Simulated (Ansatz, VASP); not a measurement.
## One calculation of Be, two programs

```
Be
1.0
     2.19299    0.00000    0.00000
    -1.09649    1.89918    0.00000
     0.00000    0.00000    6.98131
Be
4
Cartesian
  -1.0965 1.8992 6.9813
  0.0000 0.0000 3.4907
  0.0000 1.2661 1.7453
  1.0965 0.6331 5.2360
```

Alike in both runs: task single point; functional PBE; k mesh 18 × 18 × 5; occupations fermi-dirac, width 0.1 eV; no spin polarisation.

```csv
,VASP,Ansatz
version,VASP 6.6.1,Ansatz 0.2.0
potentials or method,"VASP PAW PBE potentials, release 64 (Be), cutoff 520 eV","plane waves (420 eV) with PAW, scalar-relativistic"
valence electrons in the cell,8,8
```

|  | VASP | Ansatz | Ansatz less VASP |
| --- | --- | --- | --- |
| pressure (GPa) | 11.9 | 11.7 | -0.20 |
| traceless stress, the component that is largest in VASP (GPa) | 1.66 | 1.64 | -0.021 |
